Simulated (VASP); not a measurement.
Set up this calculation in VASP 6.6.1, as the native input.

| Property | Result |
| --- | --- |
| Task | single point |
| Functional | PBE |
| Potentials or basis | VASP PAW PBE potentials, release 64 (Zn, S) |
| Cutoff | 500 eV |
| k mesh | 12 × 12 × 14 |
| Occupations | gaussian, width 0.1 eV |
| Spin | no spin polarisation |
| Dipole correction | no |
| Further INCAR settings | ALGO = Normal; EDIFF = 1e-06; NBANDS = 22 |

The structure of Zn2S lies in POSCAR:

```
Zn2S
1.0
    4.2024366009      0.0000000000      0.0000000000
   -2.1012183004      3.6394168542      0.0000000000
    0.0000000000      0.0000000000      3.5719943543
Zn S
2 1
Direct
    0.3333333333      0.6666666667      0.5000000000
    0.6666666667      0.3333333333      0.5000000000
    0.0000000000      0.0000000000      0.0000000000
```

One way to write it, as run:

INCAR

```
SYSTEM = Zn2S
PREC = Accurate ; ENCUT = 500
EDIFF = 1E-6 ; ISMEAR = 0
SIGMA = 0.1 ; LREAL = .False.
LASPH = .True. ; NELM = 120
ALGO = Normal ; ISIF = 2
LWAVE = .False. ; LCHARG = .True.
GGA = PE ; LELF = .True.
LVHAR = .True. ; NBANDS = 22
GGA_COMPAT = .False.
```

KPOINTS

```
Automatic mesh
0
Gamma
  12 12 14
  0 0 0
```

Potentials or basis: VASP PAW PBE potentials, release 64 (Zn, S).

Run with:

```bash
$ cat potpaw_PBE.64/Zn/POTCAR potpaw_PBE.64/S/POTCAR > POTCAR
$ mpirun -np 1 vasp_std > vasp.out
```

Results of the run:

| Quantity | Value |
| --- | --- |
| Pressure | 0.3 GPa |
| Band gap on the k mesh | zero (bands 15 and 16 overlap by 4.14 eV) |

It took 2.8 min on 1 thread of Intel Xeon 8259CL, on a shared host, peak memory 0.28 GiB.
